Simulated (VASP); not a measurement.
A run of VASP 6.6.1:

Contents of INCAR:

```
ALGO = Fast
EDIFF = 1E-7
EDIFFG = -0.005
ENCUT = 600
GGA = PS
IBRION = 2
ISIF = 3
ISMEAR = 0
LASPH = True
LCHARG = False
LREAL = False
LWAVE = False
NELM = 100
NSW = 100
PREC = Accurate
SIGMA = 0.1
```

KPOINTS

```
k-points
0
Gamma
  10 10 10
```

The input POSCAR:

```
ScPt3
1.0
    3.9580000000      0.0000000000      0.0000000000
    0.0000000000      3.9580000000      0.0000000000
    0.0000000000      0.0000000000      3.9580000000
Sc Pt
1 3
Direct
    0.0000000000      0.0000000000      0.0000000000
    0.0000000000      0.5000000000      0.5000000000
    0.5000000000      0.0000000000      0.5000000000
    0.5000000000      0.5000000000      0.0000000000
```

Potentials or basis: VASP PAW PBE potentials, release 64 (Sc_sv, Pt).

Command:

```sh
$ cat potpaw_PBE.64/Sc_sv/POTCAR potpaw_PBE.64/Pt/POTCAR > POTCAR
$ mpirun -np 1 vasp_std > vasp.out
```

Hardware: 1 thread of AMD EPYC 7R43 64-Core Processor (Zen 3) (shared host).

Q: Estimate the wall time of this run.

A: It took 6.3 min on 1 thread of AMD EPYC 7R43 64-Core Processor (Zen 3), on a shared host, peak memory 0.22 GiB. Counts: scf iterations 41, k points 56, ion steps 3.
